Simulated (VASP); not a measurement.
# Al2Au (Fm-3m) in VASP: a series of runs

Al2Au is run at these levels: PBEsol; tasks: vibrations by perturbation theory.

All numbers are computed with VASP 6.6.1; they aren't measurements. Logs are shortened: lines on timing, memory, paths and dates and some standing lists are left out, and cuts for length are marked.

## (1) The cell of the first run

The structure is cubic, space group Fm-3m (No. 225). Conventional cell: a = 5.971 Å, b = 5.971 Å, c = 5.971 Å, α = 90.00°, β = 90.00°, γ = 90.00°. Al (site symmetry -43m) has 4 Au at 2.59 Å and 6 Al at 2.99 Å within 3.4 Å. Within 3.4 Å of Au (site symmetry m-3m) lie 8 Al at 2.59 Å.

## (2) Vibrations by perturbation theory, PBEsol (volume scaled by 0.985)

Contents of INCAR:

```
  PREC = Accurate
  ENCUT = 520
  EDIFF = 1E-8
  ISMEAR = -1
  SIGMA = 0.05
  LREAL = False
  LASPH = True
  NELM = 60
  ALGO = Normal
  ISIF = 2
  LWAVE = False
  LCHARG = False
  GGA = PS
  IBRION = 8
  NSW = 1
```

Contents of KPOINTS:

```
Automatic mesh
0
Gamma
  8 8 8
```

Contents of POSCAR:

```
Al2Au
1.0
    0.0000000000      2.9855718398      2.9855718398
    2.9855718398      0.0000000000      2.9855718398
    2.9855718398      2.9855718398      0.0000000000
Al Au
2 1
Direct
    0.2500000000      0.2500000000      0.2500000000
    0.7500000000      0.7500000000      0.7500000000
    0.0000000000      0.0000000000      0.0000000000
```

Potentials or basis: VASP PAW PBE potentials, release 64 (Al, Au).

Command:

```
$ cat potpaw_PBE.64/Al/POTCAR potpaw_PBE.64/Au/POTCAR > POTCAR
$ mpirun -np 1 vasp_std > vasp.out
```

OUTCAR:

```text
PREC = Accurate
   ENCUT = 520
   EDIFF = 1E-8
   ISMEAR = -1
   LREAL = False
   LASPH = True
   NELM = 60
   ISIF = 2
   GGA = PS
   IBRION = 8
   NSW = 1

 ion  position               nearest neighbor table
   1  0.250  0.250  0.250-   3 2.59   3 2.59   3 2.59   3 2.59   2 2.99   2 2.99   2 2.99   2 2.99
                             2 2.99   2 2.99
   2  0.750  0.750  0.750-   3 2.59   3 2.59   3 2.59   3 2.59   1 2.99   1 2.99   1 2.99   1 2.99
                             1 2.99   1 2.99
   3  0.000  0.000  0.000-   2 2.59   2 2.59   2 2.59   1 2.59   1 2.59   1 2.59   2 2.59   1 2.59

  LATTYP: Found a face centered cubic cell.
 ALAT       =     5.9711436796

  Lattice vectors:

 A1 = (   0.0000000000,   2.9855718398,   2.9855718398)
 A2 = (   2.9855718398,   0.0000000000,   2.9855718398)
 A3 = (   2.9855718398,   2.9855718398,   0.0000000000)

Analysis of symmetry for initial positions (statically):
=====================================================================
 Subroutine PRICEL returns:
 Original cell was already a primitive cell.

 Routine SETGRP: Setting up the symmetry group for a
 face centered cubic supercell.

 Subroutine GETGRP returns: Found 48 space group operations
 (whereof 48 operations were pure point group operations)
 out of a pool of 48 trial point group operations.

The static configuration has the point symmetry O_h .

Analysis of symmetry for dynamics (positions and initial velocities):
=====================================================================
 Subroutine PRICEL returns:
 Original cell was already a primitive cell.

 Routine SETGRP: Setting up the symmetry group for a
 face centered cubic supercell.

 Subroutine GETGRP returns: Found 48 space group operations
 (whereof 48 operations were pure point group operations)
 out of a pool of 48 trial point group operations.

The dynamic configuration has the point symmetry O_h .

 Subroutine INISYM returns: Found 48 space group operations
 (whereof 48 operations are pure point group operations),
 and found     1 'primitive' translations

----------------------------------------------------------------------------------------

                                     Primitive cell

  volume of cell :      53.2246

  direct lattice vectors                    reciprocal lattice vectors
     0.000000000  2.985571840  2.985571840    -0.167472105  0.167472105  0.167472105
     2.985571840  0.000000000  2.985571840     0.167472105 -0.167472105  0.167472105
     2.985571840  2.985571840  0.000000000     0.167472105  0.167472105 -0.167472105

  length of vectors
     4.222236187  4.222236187  4.222236187     0.290070194  0.290070194  0.290070194

  position of ions in fractional coordinates (direct lattice)
     0.250000000  0.250000000  0.250000000
     0.750000000  0.750000000  0.750000000
     0.000000000  0.000000000  0.000000000

  ion indices of the primitive-cell ions
   primitive index   ion index
                 1           1
                 2           2
                 3           3

----------------------------------------------------------------------------------------

 KPOINTS: Automatic mesh

Automatic generation of k-mesh.
 Grid dimensions read from file:
 generate k-points for:    8    8    8

 Generating k-lattice:

[... 99 lines left out ...]

 number of electron      17.0000000 magnetization

 Free energy of the ion-electron system (eV)
  ---------------------------------------------------
  ext. energy  EPLUGINS =         0.00000000
  ---------------------------------------------------
  free energy    TOTEN  =       -13.48373864 eV

  energy without entropy =      -13.47575394  energy(sigma->0) =      -13.47974629

 E-fermi :   7.8619     XC(G=0): -10.7026

 val. band max:        7.7853568857   @ k =   0.3750   0.1250   0.0000
 cond. band min:       7.8632792096   @ k =  -0.1250   0.1250   0.0000
 fundamental gap:      0.0779223239
 Fermi energy:         7.8619447857

 k-point     1 :       0.0000    0.0000    0.0000
  band No.  band energies     occupation
      1      -2.8129      2.00000
      2       1.1685      2.00000
      3       1.1685      2.00000
      4       1.1685      2.00000
      5       2.1447      2.00000
      6       2.1447      2.00000
      7      10.2347      0.00000
      8      10.7857      0.00000
      9      10.7857      0.00000
     10      10.7857      0.00000
     11      11.8510      0.00000
     12      11.8510      0.00000
[... 331 lines left out ...]
 k-point    24 :      -0.3750    0.2500    0.1250
  band No.  band energies     occupation
      1      -0.2068      2.00000
      2       0.9154      2.00000
      3       1.5193      2.00000
      4       1.6527      2.00000
      5       2.0686      2.00000
      6       2.3333      2.00000
      7       2.8899      2.00000
      8       5.7751      2.00000
      9       7.0177      2.00000
     10      10.8099      0.00000
     11      11.7962      0.00000
     12      13.8104      0.00000

 [... further k-points ...]

------------------------ aborting loop because EDIFF is reached ----------------------------------------

  FORCE on cell =-STRESS in cart. coord.  units (eV):
  Direction    XX          YY          ZZ          XY          YZ          ZX
  --------------------------------------------------------------------------------------
  -------------------------------------------------------------------------------------
  Total        0.5259738      0.5259738      0.5259738     -0.0000000      0.0000000     -0.0000000
  in kB       15.8329613     15.8329613     15.8329613     -0.0000000      0.0000000     -0.0000000
  external PRESSURE =      15.8329613 kB  Pullay stress =       0.0000000 kB

 VOLUME and BASIS-vectors are now :
 -----------------------------------------------------------------------------
  energy-cutoff  :      520.00
  volume of cell :       53.22
      direct lattice vectors                 reciprocal lattice vectors
     0.000000000  2.985571840  2.985571840    -0.167472105  0.167472105  0.167472105
     2.985571840  0.000000000  2.985571840     0.167472105 -0.167472105  0.167472105
     2.985571840  2.985571840  0.000000000     0.167472105  0.167472105 -0.167472105

 POSITION                                       TOTAL-FORCE (eV/Angst)
 -----------------------------------------------------------------------------------
      1.49279      1.49279      1.49279        -0.000000     -0.000000     -0.000000
      4.47836      4.47836      4.47836         0.000000      0.000000      0.000000
      0.00000      0.00000      0.00000        -0.000000      0.000000      0.000000
 -----------------------------------------------------------------------------------
    total drift:                                0.000000     -0.000000      0.000000

  FREE ENERGIE OF THE ION-ELECTRON SYSTEM (eV)
  ---------------------------------------------------
  free  energy   TOTEN  =       -13.4837386365 eV

  energy  without entropy=      -13.4757539414  energy(sigma->0) =      -13.47974629

[... ionic steps 2 to 9 ...]

--------------------------------------- Ionic step       10  -------------------------------------------

 Free energy of the ion-electron system (eV)
  ---------------------------------------------------
  ---------------------------------------------------
  free energy    TOTEN  =        -0.28668709 eV

  energy without entropy =       -0.28668709

------------------------ aborting loop because EDIFF is reached ----------------------------------------

 INTERNAL STRAIN TENSOR  FOR ION    3  DIRECTION 1   (eV/Angst):
 -----------------------------------------------------------------------------
     0.08538 -0.00000  0.00000
     0.00000 -0.04142 -0.00000
     0.00000 -0.00000 -0.04142

 INTERNAL STRAIN TENSOR FOR ION    3 for displacements in x,y,z  (eV/Angst):
          X           Y           Z          XY          YZ          ZX
  --------------------------------------------------------------------------------
  x     0.00000     0.00000     0.00000     0.00000     0.00000     0.00000
  y     0.00000     0.00000     0.00000     0.00000     0.00000     0.00000
  z     0.00000     0.00000     0.00000     0.00000     0.00000     0.00000

 SECOND DERIVATIVES (NOT SYMMETRIZED)
 ------------------------------------
               1X          1Y          1Z          2X          2Y          2Z          3X          3Y          3Z
  1X    -5.625870    0.000000    0.000000    1.257060    0.000000    0.000000    4.368810    0.000000    0.000000
  1Y     0.000000   -5.625870    0.000000    0.000000    1.257060   -0.000000    0.000000    4.368810    0.000000
  1Z     0.000000    0.000000   -5.625870    0.000000   -0.000000    1.257060    0.000000    0.000000    4.368810
  2X     1.257060    0.000000    0.000000   -5.625870    0.000000    0.000000    4.368810    0.000000    0.000000
  2Y     0.000000    1.257060   -0.000000    0.000000   -5.625870    0.000000    0.000000    4.368810    0.000000
  2Z     0.000000   -0.000000    1.257060    0.000000    0.000000   -5.625870    0.000000    0.000000    4.368810
  3X     4.330260    0.000000    0.000000    4.330260    0.000000    0.000000   -8.660519    0.000000    0.000000
  3Y     0.000000    4.330260    0.000000    0.000000    4.330260    0.000000    0.000000   -8.660519    0.000000
  3Z     0.000000    0.000000    4.330260    0.000000    0.000000    4.330260    0.000000    0.000000   -8.660519

 Eigenvectors and eigenvalues of the dynamical matrix
 ----------------------------------------------------

   1 f  =    7.896023 THz    49.612175 2PiTHz  263.382972 cm-1    32.655312 meV
             X         Y         Z           dx          dy          dz
      1.492786  1.492786  1.492786    -0.476431    0.504198   -0.137105
      4.478358  4.478358  4.478358     0.476431   -0.504198    0.137105
      0.000000  0.000000  0.000000    -0.000000   -0.000000    0.000000
[... 43 lines left out ...]
   9 f/i=    0.012883 THz     0.080948 2PiTHz    0.429739 cm-1     0.053281 meV
             X         Y         Z           dx          dy          dz
      1.492786  1.492786  1.492786     0.295612   -0.139251   -0.001574
      4.478358  4.478358  4.478358     0.295612   -0.139251   -0.001574
      0.000000  0.000000  0.000000     0.802252   -0.377908   -0.004273

--------------------------------------------------------------------------------------------------------

 ELASTIC MODULI CONTR FROM IONIC RELAXATION (kBar)
 Direction    XX          YY          ZZ          XY          YZ          ZX
 --------------------------------------------------------------------------------
 XX           0.0000      0.0000      0.0000      0.0000      0.0000      0.0000
 YY           0.0000      0.0000      0.0000      0.0000      0.0000      0.0000
 ZZ           0.0000      0.0000      0.0000      0.0000      0.0000      0.0000
 XY           0.0000      0.0000      0.0000   -442.6714     -0.0000     -0.0000
 YZ           0.0000      0.0000      0.0000      0.0000   -442.6714     -0.0000
 ZX           0.0000      0.0000      0.0000     -0.0000     -0.0000   -442.6714
 --------------------------------------------------------------------------------
```

Wall time 57 s (1 thread of Intel Xeon 6975P-C (Granite Rapids), shared host); peak memory 0.3 GiB.

What came out:

```
Highest phonon frequency at Γ, LO-TO splitting left out : 263 cm⁻¹
```

Phonon frequencies in cm⁻¹ (negative: imaginary):
| q point | frequencies |
| --- | --- |
| (0.000, 0.000, 0.000) | 0 0 0 237 237 237 263 263 263 |

Caveat: the cell wasn't relaxed at this level first, which shifts response properties; the PAW data sets were made with another functional, which shifts forces and pressure a little; spin-orbit coupling is left out, which moves the levels of the heavy elements.

(Part 1 of 3 ends here.)
